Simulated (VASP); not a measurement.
# HC16 (a cell with a defect) in VASP: single point with PBE

Aim: the single point of HC16 (a cell with a defect) with PBE.

All numbers are computed with VASP 6.6.1; they aren't measurements. Logs are shortened: lines on timing, memory, paths and dates and some standing lists are left out, and cuts for length are marked.

## (1) The cell of the first run

The cell holds a defect, 17 atoms: a = 5.049 Å, b = 5.049 Å, c = 5.049 Å, α = 60.00°, β = 60.00°, γ = 60.00°.

## (2) Single point, PBE

The input, INCAR:

```
ALGO = Normal
EDIFF = 1E-6
ENCUT = 520
GGA = PE
ISIF = 2
ISMEAR = -1
LASPH = T
LCHARG = F
LREAL = Auto
LWAVE = F
NBANDS = 46
NELECT = 64.0
NELM = 80
PREC = Accurate
SIGMA = 0.02
```

The input, KPOINTS:

```
k-points
0
Gamma
  3 3 3
```

The input, POSCAR:

```
HC16
1.0
    0.0000000000      3.5700000000      3.5700000000
    3.5700000000      0.0000000000      3.5700000000
    3.5700000000      3.5700000000      0.0000000000
C H
16 1
Direct
   -0.0038532213      0.0104840336     -0.0108879552
    0.1210900560      0.1332738095      0.1172029412
   -0.0030963585      0.0102142857      0.4909268908
    0.1211588235      0.1350840336      0.6159448179
   -0.0032932773      0.5062834734     -0.0136277311
    0.1093547619      0.6339186275      0.1149886555
   -0.0037981793      0.5081984594      0.4909228291
    0.1211467787      0.6364442577      0.6132487395
    0.4984596639      0.0169918768     -0.0091644258
    0.6226172269      0.1348376751      0.1196334734
    0.4946550420      0.0128158263      0.4941976190
    0.6239215686      0.1354994398      0.6164190476
    0.4900589636      0.4962872549     -0.0228830532
    0.6350179272      0.6463126050      0.1277350140
    0.4981208683      0.5098127451      0.4967424370
    0.6224731092      0.6379630252      0.6152624650
    0.3979308123      0.6608955182      0.1227450980
```

Potentials or basis: VASP PAW PBE potentials, release 64 (C, H).

Run with:

```
> cat potpaw_PBE.64/C/POTCAR potpaw_PBE.64/H/POTCAR > POTCAR
> mpirun -np 1 vasp_std > vasp.out
```

OUTCAR:

```text
EDIFF = 1E-6
   ENCUT = 520
   GGA = PE
   ISIF = 2
   ISMEAR = -1
   LASPH = T
   LREAL = Auto
   NELECT = 64.0
   NELM = 80
   PREC = Accurate

 ion  position               nearest neighbor table
   1  0.996  0.010  0.989-   4 1.54  10 1.54   2 1.55   6 1.55
   2  0.121  0.133  0.117-   5 1.54   3 1.54   1 1.55   9 1.56
   3  0.997  0.010  0.491-  12 1.54   2 1.54   8 1.54   4 1.54
   4  0.121  0.135  0.616-   7 1.54   1 1.54  11 1.54   3 1.54
   5  0.997  0.506  0.986-  14 1.50   6 1.52   2 1.54   8 1.54
   6  0.109  0.634  0.115-   5 1.52   7 1.55   1 1.55  13 1.57
   7  0.996  0.508  0.491-   4 1.54  16 1.54   8 1.55   6 1.55
   8  0.121  0.636  0.613-   5 1.54   3 1.54   7 1.55  15 1.55
   9  0.498  0.017  0.991-  10 1.53  14 1.53  12 1.54   2 1.56
  10  0.623  0.135  0.120-  13 1.50   9 1.53   1 1.54  11 1.54
  11  0.495  0.013  0.494-   4 1.54  12 1.54  10 1.54  16 1.55
  12  0.624  0.135  0.616-   3 1.54  11 1.54  15 1.54   9 1.54
  13  0.490  0.496  0.977-  17 1.15  10 1.50  16 1.50   6 1.57  14 1.84
  14  0.635  0.646  0.128-  17 1.17   5 1.50  15 1.53   9 1.53  13 1.84
  15  0.498  0.510  0.497-  14 1.53  16 1.53  12 1.54   8 1.55
  16  0.622  0.638  0.615-  13 1.50  15 1.53   7 1.54  11 1.55
  17  0.398  0.661  0.123-  13 1.15  14 1.17

  LATTYP: Found a face centered cubic cell.
 ALAT       =     7.1400000000

  Lattice vectors:

 A1 = (   0.0000000000,   3.5700000000,   3.5700000000)
 A2 = (   3.5700000000,   0.0000000000,   3.5700000000)
 A3 = (   3.5700000000,   3.5700000000,   0.0000000000)

Analysis of symmetry for initial positions (statically):
=====================================================================
 Subroutine PRICEL returns:
 Original cell was already a primitive cell.

 Routine SETGRP: Setting up the symmetry group for a
 face centered cubic supercell.

 Subroutine GETGRP returns: Found  1 space group operations
 (whereof  1 operations were pure point group operations)
 out of a pool of 48 trial point group operations.

The static configuration has the point symmetry C_1 .

Analysis of symmetry for dynamics (positions and initial velocities):
=====================================================================
 Subroutine PRICEL returns:
 Original cell was already a primitive cell.

 Routine SETGRP: Setting up the symmetry group for a
 face centered cubic supercell.
[... 125 lines left out ...]
   LREAL  =      T    real-space projection
   EDIFFG = 0.1E-04   stopping-criterion for IOM
   NSW    =      0    number of steps for IOM
   IBRION =     -1    ionic relax: 0-MD 1-quasi-New 2-CG
   NFREE  =      0    steps in history (QN), initial steepest desc. (CG)
   ISIF   =      2    stress and relaxation
   ISYM   =      2    0-nonsym 1-usesym 2-fastsym
   POTIM  = 0.5000    time-step for ionic-motion
   TEBEG  =    0.0;   TEEND  =   0.0 temperature during run
   PSTRESS=    0.0 pullay stress
   NELECT =      64.0000    total number of electrons
   NUPDOWN=      -1.0000    fix difference up-down
   EMIN   =  10.00;   EMAX   =-10.00  energy-range for DOS
   EFERMI =   0.00;   METHOD = LEGACY
   ISMEAR =    -1;   SIGMA  =   0.02  broadening in eV -4-tet -1-fermi 0-gaus
   EFERMI_NEDOS =   21; number of points for ismear=-14 and -15
   IALGO  =     38    algorithm
   IMIX   =      4    mixing-type and parameters
     AMIX     =   0.40;   BMIX     =  1.00
     AMIX_MAG =   1.60;   BMIX_MAG =  1.00
  volume/ion in A,a.u.               =       5.35        36.12
  Fermi-wavevector in a.u.,A,eV,Ry     =   1.455872  2.751200 28.838420  2.119564
  Thomas-Fermi vector in A             =   2.572856
   LORBIT       =      0    0 simple, 1 ext, 2 COOP (PROOUT), +10 PAW based schemes
   GGA     = PE    functional components
   LHFCALC =     F    Hartree Fock is set to
   AEXX    =    0.0000 exact exchange contribution
   IVDW    =     0    specifies the selected vdW correction
   LEPSILON=     F    determine dielectric tensor
   LRPA    =     F    only Hartree local field effects (RPA)
 non-spin polarized calculation
  energy-cutoff  :      520.00
  volume of cell :       91.00
 maximum number of plane-waves:      2453
 NGX is ok and might be reduce to    40
   NGX = 19   NGY = 19   NGZ = 19

 number of electron      64.0000000 magnetization

 Free energy of the ion-electron system (eV)
  ---------------------------------------------------
  ext. energy  EPLUGINS =         0.00000000
  ---------------------------------------------------
  free energy    TOTEN  =      -155.20952181 eV

  energy without entropy =     -155.20952181  energy(sigma->0) =     -155.20952181

 E-fermi :  10.3942     XC(G=0): -13.2384

 val. band max:        9.8954501602   @ k =   0.0000   0.0000   0.0000
 cond. band min:      12.0732184278   @ k =   0.0000   0.0000   0.0000
 fundamental gap:      2.1777682676
 Fermi energy:        10.3942169971

 k-point     1 :       0.0000    0.0000    0.0000
  band No.  band energies     occupation
      1     -11.9939      2.00000
      2      -6.9510      2.00000
      3      -6.0395      2.00000
      4      -5.9549      2.00000
      5      -5.8934      2.00000
      6      -4.7709      2.00000
[... 647 lines left out ...]
     43      19.2409      0.00000
     44      19.4684      0.00000
 [bands above 44 left out]

------------------------ aborting loop because EDIFF is reached ----------------------------------------

  FORCE on cell =-STRESS in cart. coord.  units (eV):
  Direction    XX          YY          ZZ          XY          YZ          ZX
  --------------------------------------------------------------------------------------
  -------------------------------------------------------------------------------------
  Total       -5.5126837     -5.1075656     -5.0721668      2.7320616      3.2690160      2.8162133
  in kB      -97.0597150    -89.9269549    -89.3037031     48.1023639     57.5563156     49.5839912
  external PRESSURE =     -92.0967910 kB  Pullay stress =       0.0000000 kB

 VOLUME and BASIS-vectors are now :
 -----------------------------------------------------------------------------
  energy-cutoff  :      520.00
  volume of cell :       91.00
      direct lattice vectors                 reciprocal lattice vectors
     0.000000000  3.570000000  3.570000000    -0.140056022  0.140056022  0.140056022
     3.570000000  0.000000000  3.570000000     0.140056022 -0.140056022  0.140056022
     3.570000000  3.570000000  0.000000000     0.140056022  0.140056022 -0.140056022

 POSITION                                       TOTAL-FORCE (eV/Angst)
 -----------------------------------------------------------------------------------
      3.56856      7.08737      3.59367         0.025484     -0.005922      0.014291
      0.89420      0.85071      0.90808        -0.016149      0.016384      0.007015
      1.78907      5.31156      3.59541        -0.003953      0.003808      0.009212
      2.68117      2.63146      0.91479        -0.011788      0.002287     -0.001549
      5.32878      7.07959      5.36568        -0.027978      0.007788     -0.001211
      2.67360      0.80091      2.65349         0.031799     -0.038163     -0.034511
[... 9 lines left out ...]
      4.47402      4.41872      4.49976        -0.035235     -0.032329      0.034808
      2.79760      1.85881      3.78001         0.135247     -0.112176     -0.067045
 -----------------------------------------------------------------------------------
    total drift:                               -0.005181     -0.016281      0.001553

  FREE ENERGIE OF THE ION-ELECTRON SYSTEM (eV)
  ---------------------------------------------------
  free  energy   TOTEN  =      -155.2095218132 eV

  energy  without entropy=     -155.2095218132  energy(sigma->0) =     -155.20952181
```

OSZICAR:

```text
N       E                     dE             d eps       ncg     rms          rms(c)
DAV:   1     0.168399796315E+03    0.16840E+03   -0.34155E+04  1288   0.137E+03
DAV:   2    -0.146427105486E+03   -0.31483E+03   -0.29718E+03  1634   0.262E+02
DAV:   3    -0.159553117272E+03   -0.13126E+02   -0.13020E+02  1648   0.504E+01
DAV:   4    -0.159736976822E+03   -0.18386E+00   -0.18333E+00  1720   0.621E+00
DAV:   5    -0.159740999552E+03   -0.40227E-02   -0.40199E-02  1650   0.828E-01    0.158E+01
DAV:   6    -0.156438284448E+03    0.33027E+01   -0.22577E+00  1544   0.689E+00    0.943E+00
DAV:   7    -0.155200474585E+03    0.12378E+01   -0.31304E+00  1558   0.789E+00    0.217E+00
DAV:   8    -0.155207353282E+03   -0.68787E-02   -0.12077E-01  1640   0.182E+00    0.576E-01
DAV:   9    -0.155209489022E+03   -0.21357E-02   -0.12863E-02  1664   0.544E-01    0.106E-01
DAV:  10    -0.155209427484E+03    0.61538E-04   -0.62285E-04  1632   0.146E-01    0.586E-02
DAV:  11    -0.155209504465E+03   -0.76981E-04   -0.27568E-04  1672   0.896E-02    0.209E-02
DAV:  12    -0.155209516154E+03   -0.11689E-04   -0.31174E-05  1616   0.269E-02    0.982E-03
DAV:  13    -0.155209521770E+03   -0.56162E-05   -0.71385E-06  1544   0.146E-02    0.410E-03
DAV:  14    -0.155209521813E+03   -0.42760E-07   -0.10439E-06   920   0.524E-03
   1 F= -.15520952E+03 E0= -.15520952E+03  d E =-.567643E-12
```

stdout:

```text
POSCAR found type information on POSCAR C H
 POSCAR found :  2 types and      17 ions
 scaLAPACK will be used
 LDA part: xc-table for (Slater+PW92), standard interpolation
 POSCAR, INCAR and KPOINTS ok, starting setup
 FFT: planning ... GRIDC
 FFT: planning ... GRID_SOFT
 FFT: planning ... GRID
 WAVECAR not read
 entering main loop
 the old and the new charge density differ
 old charge density:    65.00000 new   64.00000
    0.158E+01
```

Wall time 53 s (1 thread of Intel Xeon 6975P-C (Granite Rapids), shared host); peak memory 0.24 GiB.

Results:

* Free energy: -155.2095 eV
* Largest force: 0.188 eV/Å

Forces on the atoms (eV/Å):
```
C    0.025 -0.006  0.014
C   -0.016  0.016  0.007
C   -0.004  0.004  0.009
C   -0.012  0.002 -0.002
C   -0.028  0.008 -0.001
C    0.032 -0.038 -0.035
C    0.020  0.020 -0.003
C   -0.007  0.009  0.022
C    0.010 -0.016  0.002
C   -0.042  0.029 -0.045
C    0.006  0.009  0.005
C    0.002  0.014 -0.003
C   -0.063  0.035  0.037
C   -0.028  0.048  0.031
C    0.004  0.011 -0.007
C   -0.035 -0.032  0.035
H    0.135 -0.112 -0.067
```

Caveat: the k points lie up to 0.51 Å⁻¹ apart; the cell carries a net charge on a neutralising background, which shifts energy and pressure; the cell is charged against a uniform background, so pressure and absolute levels hang on convention.
